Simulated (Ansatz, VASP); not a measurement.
**SrRe: VASP beside Ansatz**

INCAR

```
SYSTEM = SrRe
PREC     = Accurate       ! precision mode
ENCUT    = 520            ! plane-wave cutoff, eV
EDIFF    = 1E-6           ! SCF threshold, eV
ISMEAR   = 0              ! smearing method
SIGMA    = 0.1            ! smearing width, eV
LREAL    = .False.        ! projectors in reciprocal space
LASPH    = .True.         ! aspherical terms in the spheres
NELM     = 100            ! most SCF steps
ALGO     = Normal         ! electronic algorithm
ISIF     = 2              ! what is computed and relaxed
LWAVE    = .False.        ! write WAVECAR
LCHARG   = .False.        ! write CHGCAR
GGA      = PE             ! functional
NBANDS   = 16             ! bands
```

Contents of KPOINTS:

```
regular mesh
0
Gamma
  6 6 6
  0 0 0
```

The input POSCAR:

```
SrRe
1.0
    3.6393786775      0.0000000000      0.0000000000
    0.0000000000      3.6393786775      0.0000000000
    0.0000000000      0.0000000000      3.6393786775
Sr Re
1 1
Direct
    0.0000000000      0.0000000000      0.0000000000
    0.5000000000      0.5000000000      0.5000000000
```

Input for Ansatz:

```yaml
crystal:
  lattice:
    - [3.6393786775, 0.0, 0.0]
    - [0.0, 3.6393786775, 0.0]
    - [0.0, 0.0, 3.6393786775]
  atoms:
    - { symbol: Sr, position: [0.0, 0.0, 0.0] }
    - { symbol: Re, position: [0.5, 0.5, 0.5] }
basis:
  ecutwfc: 420
kpoints:
  mp_grid: { grid: [6, 6, 6] }
hamiltonian:
  xc: pbe
scf:
  occupations: { method: gaussian, width: 0.1 }
  lower_state_search: "off"
output:
  forces: true
  stress: true
  eigenvalues: true
```

Alike in both runs: task single point; functional PBE; k mesh 6 × 6 × 6; occupations gaussian, width 0.1 eV; no spin polarisation.

```csv
,VASP,Ansatz
version,VASP 6.6.1,Ansatz 0.2.0
potentials or method,"VASP PAW PBE potentials, release 64 (Sr_sv, Re), cutoff 520 eV","scalar-relativistic, plane waves, PAW"
valence electrons in the cell,17,25
```

Ansatz gave:

- gap on the k mesh at the Fermi level (eV): none
- pressure (GPa): 0.1

What did VASP give for the same quantities?

gap on the k mesh at the Fermi level (eV): none; pressure (GPa): 0.3.

A gap of «none» marks a metal or a gap that the smearing closes. The functional is the same, so the differences come from potentials, cutoffs and numerics. VASP's potentials hold 17 valence electrons a cell and Ansatz's 25, so a difference there can come from the potentials and not from the codes.

Spin-orbit coupling is off throughout.
